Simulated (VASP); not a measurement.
# Ca in VASP: further runs

The runs below take Ca through electric field gradients, with PBEsol.

Everything below comes from runs of VASP 6.6.1. Logs are shortened: lines on timing, memory, paths and dates and some standing lists are left out, and cuts for length are marked.

### Step 1. The cell of the first run

Symmetry: R-3m, No. 166, trigonal system. The conventional cell has a = 3.971 Å, b = 3.971 Å, c = 9.583 Å, α = 90.00°, β = 90.00°, γ = 120.00°. Within 5.2 Å of Ca (site symmetry -3m) lie 12 Ca at 3.93 to 3.97 Å.

### Step 2. Electric field gradients, PBEsol (equal xy, yz and zx shear strains of -1 %)

Contents of INCAR:

```
ALGO     = Normal         # electronic algorithm
EDIFF    = 1E-8           # SCF threshold, eV
ENCUT    = 520            # plane-wave cutoff, eV
GGA      = PS             # functional
ISIF     = 2              # what is computed and relaxed
ISMEAR   = -1             # smearing method
LASPH    = True           # aspherical terms in the spheres
LCHARG   = False          # write CHGCAR
LEFG     = True         
LREAL    = False          # projectors in reciprocal space
LWAVE    = False          # write WAVECAR
NBANDS   = 11             # bands
NELM     = 80             # most SCF steps
PREC     = Accurate       # precision mode
SIGMA    = 0.05           # smearing width, eV
```

Contents of KPOINTS:

```
k-points
0
Gamma
  11 11 11
```

Contents of POSCAR:

```
Ca
1.0
   -0.0279420000      2.7802290000      2.7802290000
    2.7802290000     -0.0279420000      2.7802290000
    2.7802290000      2.7802290000     -0.0279420000
Ca
1
Direct
    0.0000000000      0.0000000000      0.0000000000
```

Potentials or basis: VASP PAW PBE potentials, release 64 (Ca_sv).

Command:

```
$ cat potpaw_PBE.64/Ca_sv/POTCAR > POTCAR
$ mpirun -np 1 vasp_std > vasp.out
```

OUTCAR:

```text
EDIFF = 1E-8
   ENCUT = 520
   GGA = PS
   ISIF = 2
   ISMEAR = -1
   LASPH = True
   LREAL = False
   NELM = 80
   PREC = Accurate

 ion  position               nearest neighbor table
   1  0.000  0.000  0.000-

  LATTYP: Found a trigonal (rhomboedric) cell.
 ALAT       =     3.9319368434
 COS(alpha) =     0.4899250057

  Lattice vectors:

 A1 = (  -0.0279420000,   2.7802290000,   2.7802290000)
 A2 = (   2.7802290000,  -0.0279420000,   2.7802290000)
 A3 = (   2.7802290000,   2.7802290000,  -0.0279420000)

Analysis of symmetry for initial positions (statically):
=====================================================================
 Subroutine PRICEL returns:
 Original cell was already a primitive cell.

 Routine SETGRP: Setting up the symmetry group for a
 trigonal (rhombohedral) supercell.

 Subroutine GETGRP returns: Found 12 space group operations
 (whereof 12 operations were pure point group operations)
 out of a pool of 12 trial point group operations.

The static configuration has the point symmetry D_3d.

Analysis of symmetry for dynamics (positions and initial velocities):
=====================================================================
 Subroutine PRICEL returns:
 Original cell was already a primitive cell.

 Routine SETGRP: Setting up the symmetry group for a
 trigonal (rhombohedral) supercell.

 Subroutine GETGRP returns: Found 12 space group operations
 (whereof 12 operations were pure point group operations)
 out of a pool of 12 trial point group operations.

The dynamic configuration has the point symmetry D_3d.

 Subroutine INISYM returns: Found 12 space group operations
 (whereof 12 operations are pure point group operations),
 and found     1 'primitive' translations

----------------------------------------------------------------------------------------

                                     Primitive cell

  volume of cell :      43.6284

  direct lattice vectors                    reciprocal lattice vectors
    -0.027942000  2.780229000  2.780229000    -0.177152583  0.178951087  0.178951087
     2.780229000 -0.027942000  2.780229000     0.178951087 -0.177152583  0.178951087
     2.780229000  2.780229000 -0.027942000     0.178951087  0.178951087 -0.177152583

  length of vectors
     3.931936843  3.931936843  3.931936843     0.308917498  0.308917498  0.308917498

  position of ions in fractional coordinates (direct lattice)
     0.000000000  0.000000000  0.000000000

  ion indices of the primitive-cell ions
   primitive index   ion index
                 1           1

----------------------------------------------------------------------------------------

 KPOINTS: k-points

Automatic generation of k-mesh.
 Grid dimensions read from file:
 generate k-points for:   11   11   11

 Generating k-lattice:

  Cartesian coordinates                     Fractional coordinates (reciprocal lattice)
    -0.016104780  0.016268281  0.016268281     0.090909091  0.000000000  0.000000000
     0.016268281 -0.016104780  0.016268281     0.000000000  0.090909091  0.000000000
     0.016268281  0.016268281 -0.016104780     0.000000000  0.000000000  0.090909091

  Length of vectors
     0.028083409  0.028083409  0.028083409

  Shift w.r.t. Gamma in fractional coordinates (k-lattice)
     0.000000000  0.000000000  0.000000000

 Subroutine IBZKPT returns following result:
 ===========================================

 Found    146 irreducible k-points:

 Following reciprocal coordinates:
            Coordinates               Weight
  0.000000  0.000000  0.000000      1.000000
  0.090909  0.000000  0.000000      6.000000
  0.181818  0.000000  0.000000      6.000000
  0.272727  0.000000  0.000000      6.000000
  0.363636  0.000000  0.000000      6.000000
  0.454545 -0.000000 -0.000000      6.000000
[... 16 lines left out ...]
 -0.272727  0.181818  0.000000     12.000000
 -0.181818  0.181818  0.000000      6.000000
 [... further k-points ...]
   k-points           NKPTS =    146   k-points in BZ     NKDIM =    146   number of bands    NBANDS=     11
   number of dos      NEDOS =    301   number of ions     NIONS =      1
   total plane-waves  NPLWV =  27000
   dimension x,y,z NGX =    30 NGY =   30 NGZ =   30
   dimension x,y,z NGXF=    60 NGYF=   60 NGZF=   60
   ions per type =               1
   NGX,Y,Z   is equivalent  to a cutoff of  12.68, 12.68, 12.68 a.u.
   NGXF,Y,Z  is equivalent  to a cutoff of  25.37, 25.37, 25.37 a.u.
 SYSTEM =  unknown system
   PREC   = accura    normal or accurate (medium, high low for compatibility)
   ISTART =      0    job   : 0-new  1-cont  2-samecut
   ICHARG =      2    charge: 1-file 2-atom 10-const
   ISPIN  =      1    spin polarized calculation?
   LNONCOLLINEAR =      F non collinear calculations
   LSORBIT =      F    spin-orbit coupling
   LASPH  =      T    aspherical Exc in radial PAW
   ENCUT  =  520.0 eV  38.22 Ry    6.18 a.u.   7.31  7.31  7.31*2*pi/ulx,y,z
   NELM   =     80;   NELMIN=  2; NELMDL= -5     # of ELM steps
   EDIFF  = 0.1E-07   stopping-criterion for ELM
   LREAL  =      F    real-space projection
   EDIFFG = 0.1E-06   stopping-criterion for IOM
   NSW    =      0    number of steps for IOM
   IBRION =     -1    ionic relax: 0-MD 1-quasi-New 2-CG
   NFREE  =      0    steps in history (QN), initial steepest desc. (CG)
   ISIF   =      2    stress and relaxation
   ISYM   =      2    0-nonsym 1-usesym 2-fastsym
   POTIM  = 0.5000    time-step for ionic-motion
   TEBEG  =    0.0;   TEEND  =   0.0 temperature during run
   PSTRESS=    0.0 pullay stress
   NELECT =      10.0000    total number of electrons
   NUPDOWN=      -1.0000    fix difference up-down
   EMIN   =  10.00;   EMAX   =-10.00  energy-range for DOS
   EFERMI =   0.00;   METHOD = LEGACY
   ISMEAR =    -1;   SIGMA  =   0.05  broadening in eV -4-tet -1-fermi 0-gaus
   EFERMI_NEDOS =   21; number of points for ismear=-14 and -15
   IALGO  =     38    algorithm
   IMIX   =      4    mixing-type and parameters
     AMIX     =   0.40;   BMIX     =  1.00
     AMIX_MAG =   1.60;   BMIX_MAG =  1.00
  volume/ion in A,a.u.               =      43.63       294.42
  Fermi-wavevector in a.u.,A,eV,Ry     =   1.001886  1.893290 13.657191  1.003775
  Thomas-Fermi vector in A             =   2.134337
   LORBIT       =      0    0 simple, 1 ext, 2 COOP (PROOUT), +10 PAW based schemes
   GGA     = PS    functional components
   LHFCALC =     F    Hartree Fock is set to
   AEXX    =    0.0000 exact exchange contribution
   IVDW    =     0    specifies the selected vdW correction
   LEPSILON=     F    determine dielectric tensor
   LRPA    =     F    only Hartree local field effects (RPA)
 non-spin polarized calculation
  energy-cutoff  :      520.00
  volume of cell :       43.63
 maximum number of plane-waves:      1217
 NGX is ok and might be reduce to    30
   NGX = 15   NGY = 15   NGZ = 15

 number of electron      10.0000000 magnetization

 number of electron       9.9999998 magnetization

 Free energy of the ion-electron system (eV)
  ---------------------------------------------------
  ext. energy  EPLUGINS =         0.00000000
  ---------------------------------------------------
  free energy    TOTEN  =        -2.12828515 eV

  energy without entropy =       -2.11714316  energy(sigma->0) =       -2.12271416

 E-fermi :   1.7573     XC(G=0):  -7.7054

 val. band max:        1.7441461610   @ k =   0.4545  -0.0000  -0.0000
 cond. band min:       1.7606220710   @ k =  -0.3636   0.2727   0.1818
 fundamental gap:      0.0164759100
 Fermi energy:         1.7572673257

 k-point     1 :       0.0000    0.0000    0.0000
  band No.  band energies     occupation
      1     -40.1583      2.00000
      2     -21.1544      2.00000
      3     -21.1537      2.00000
      4     -21.1537      2.00000
      5      -2.2117      2.00000
      6       4.0112      0.00000
      7       4.0112      0.00000
      8       4.1064      0.00000
      9       5.0816      0.00000
     10       5.0816      0.00000
     11      10.7410      0.00000

 k-point     2 :       0.0909    0.0000    0.0000
  band No.  band energies     occupation
      1     -40.1573      2.00000
      2     -21.1636      2.00000
      3     -21.1557      2.00000
      4     -21.1549      2.00000
      5      -2.0751      2.00000
      6       3.8757      0.00000
      7       4.0579      0.00000
      8       4.1492      0.00000
      9       5.0402      0.00000
     10       5.0418      0.00000
     11      10.8636      0.00000
[... 295 lines left out ...]
 k-point    24 :      -0.1818    0.1818    0.0000
  band No.  band energies     occupation
      1     -40.1506      2.00000
      2     -21.2194      2.00000
      3     -21.1834      2.00000
      4     -21.1629      2.00000
      5      -0.8425      2.00000
      6       3.0560      0.00000
      7       3.7727      0.00000
      8       4.5592      0.00000
      9       4.6144      0.00000
     10       5.5461      0.00000
     11       8.9549      0.00000

 [... further k-points ...]
[... 5 lines left out ...]
  --------------------------------------------------------------------------------------
  -------------------------------------------------------------------------------------
  Total       -0.3148713     -0.3148713     -0.3148713      0.0372123      0.0372123      0.0372123
  in kB      -11.5630888    -11.5630888    -11.5630888      1.3665549      1.3665549      1.3665549
  external PRESSURE =     -11.5630888 kB  Pullay stress =       0.0000000 kB

 VOLUME and BASIS-vectors are now :
 -----------------------------------------------------------------------------
  energy-cutoff  :      520.00
  volume of cell :       43.63
      direct lattice vectors                 reciprocal lattice vectors
    -0.027942000  2.780229000  2.780229000    -0.177152583  0.178951087  0.178951087
     2.780229000 -0.027942000  2.780229000     0.178951087 -0.177152583  0.178951087
     2.780229000  2.780229000 -0.027942000     0.178951087  0.178951087 -0.177152583

 POSITION                                       TOTAL-FORCE (eV/Angst)
 -----------------------------------------------------------------------------------
      0.00000      0.00000      0.00000        -0.000000      0.000000     -0.000000
 -----------------------------------------------------------------------------------
    total drift:                               -0.000000     -0.000000      0.000000

  FREE ENERGIE OF THE ION-ELECTRON SYSTEM (eV)
  ---------------------------------------------------
  free  energy   TOTEN  =        -2.1282851546 eV

  energy  without entropy=       -2.1171431626  energy(sigma->0) =       -2.12271416

 Electric field gradients (V/A^2)
---------------------------------------------------------------------
 ion       V_xx      V_yy      V_zz      V_xy      V_xz      V_yz
---------------------------------------------------------------------
   1       0.000    -0.000    -0.000     0.737     0.737     0.737
---------------------------------------------------------------------

 Electric field gradients after diagonalization (V/A^2)
 (convention: |V_zz| > |V_xx| > |V_yy|)
----------------------------------------------------------------------
 ion       V_xx      V_yy      V_zz     asymmetry (V_yy - V_xx)/ V_zz
----------------------------------------------------------------------
   1      -0.737    -0.737     1.474       0.000
----------------------------------------------------------------------

           NMR quadrupolar parameters

 Cq : quadrupolar parameter    Cq=e*Q*V_zz/h
 eta: asymmetry parameters     (V_yy - V_xx)/ V_zz
 Q  : nuclear electric quadrupole moment in mb (millibarn)
----------------------------------------------------------------------
 ion       Cq(MHz)       eta       Q (mb)
----------------------------------------------------------------------
   1       0.004       0.000       1.000
----------------------------------------------------------------------
```

Wall time 54 s (1 thread of Intel Xeon Platinum 8259CL at 2.50GHz (Skylake/Cascade Lake), shared host); peak memory 0.21 GiB.

Results:

```
Free energy            : -2.1283 eV
Pressure               : -1.2 GPa
Band gap on the k mesh : zero (band 5 reaches 1.94 eV, above the bottom of band 6 at 1.60 eV)
```

Electric field gradients, principal values (V/Å²):
```
atom   least  middle  greatest (by size)
1 Ca  -0.737  -0.737               1.474
```

Caveat: the cell differs from its parent crystal (equal xy, yz and zx shear strains of -1 %); without QUAD_EFG the Cq values of the log hold for a quadrupole moment of 1 mb, not for the nuclei; the PAW data sets were made with another functional, which shifts forces and pressure a little.

(Continued in part 2 of 2.)
